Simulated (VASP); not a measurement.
Here is a VASP 6.6.1 calculation.

File INCAR:

```
  ALGO = Normal
  EDIFF = 1E-6
  ENCUT = 500
  GGA = PE
  GGA_COMPAT = F
  ISIF = 2
  ISMEAR = 0
  LASPH = T
  LCHARG = F
  LREAL = F
  LWAVE = F
  NBANDS = 15
  NELM = 120
  PREC = Accurate
  SIGMA = 0.02
```

KPOINTS

```
k-points
0
Gamma
  6 6 6
```

Contents of POSCAR:

```
RbCl
1.0
    0.0000000000      3.2454777081      3.2454777081
    3.2454777081      0.0000000000      3.2454777081
    3.2454777081      3.2454777081      0.0000000000
Rb Cl
1 1
Direct
    0.0000000000      0.0000000000      0.0000000000
    0.5000000000      0.5000000000      0.5000000000
```

Potentials or basis: VASP PAW PBE potentials, release 64 (Rb_sv, Cl).

Launch:

```bash
$ cat potpaw_PBE.64/Rb_sv/POTCAR potpaw_PBE.64/Cl/POTCAR > POTCAR
$ mpirun -np 1 vasp_std > vasp.out
```

What does it give for the band gap on the k mesh?

5.13 eV, direct.

Estimate the pressure.

1.7 GPa.
